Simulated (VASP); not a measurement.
Input of a VASP 6.6.1 run:

The input POSCAR:

```
BaZrO3
1.0
    4.4951125000      0.0000000000      0.0000000000
    0.0000000000      4.4951125000      0.0000000000
    0.0000000000      0.0000000000      4.1815000000
Ba Zr O
1 1 3
Direct
    0.5000000000      0.5000000000      0.5000000000
    0.0000000000      0.0000000000      0.0000000000
    0.5000000000      0.0000000000      0.0000000000
    0.0000000000      0.5000000000      0.0000000000
    0.0000000000      0.0000000000      0.5000000000
```

The input INCAR.step1:

```
PREC = Accurate ; ENCUT = 520
ISMEAR = 0 ; SIGMA = 0.05
LREAL = False ; LASPH = True
NELM = 60 ; NBANDS = 28
GGA = PE ; ALGO = Normal
EDIFF = 1E-4 ; LWAVE = True
LCHARG = False
```

File INCAR.step2:

```
PREC = Accurate ; ENCUT = 520
EDIFF = 1E-7 ; ISMEAR = 0
SIGMA = 0.05 ; LREAL = False
LASPH = True ; NELM = 60
ALGO = Normal ; ISIF = 2
LWAVE = False ; LCHARG = False
METAGGA = R2SCAN ; LMIXTAU = True
NBANDS = 28 ; ISTART = 1
```

The input KPOINTS:

```
regular mesh
0
Gamma
  6 6 6
```

Potentials or basis: VASP PAW PBE potentials, release 64 (Ba_sv, Zr_sv, O).

Run with:

```console
$ cat potpaw_PBE.64/Ba_sv/POTCAR potpaw_PBE.64/Zr_sv/POTCAR potpaw_PBE.64/O/POTCAR > POTCAR
$ cp INCAR.step1 INCAR
$ mpirun -np 1 vasp_std > vasp.out
$ cp INCAR.step2 INCAR
$ mpirun -np 1 vasp_std > vasp.out
```

Question: Predict the pressure.

Answer: -14.2 GPa.

Question: Predict the band gap on the k mesh.

Answer: 3.14 eV, indirect (least direct gap 3.46 eV).

Stress tensor (GPa, compression positive):
```
-17.90   0.00   0.00
  0.00 -17.90   0.00
  0.00   0.00  -6.76
```

Caveat: the cell differs from its parent crystal (strain +0.0750 x Voigt [1, 1, 0, 0, 0, 0]); the PAW data sets were made with another functional, which shifts forces and pressure a little; spin-orbit coupling is left out, which moves the levels of the heavy elements. A k mesh can miss the band edges.
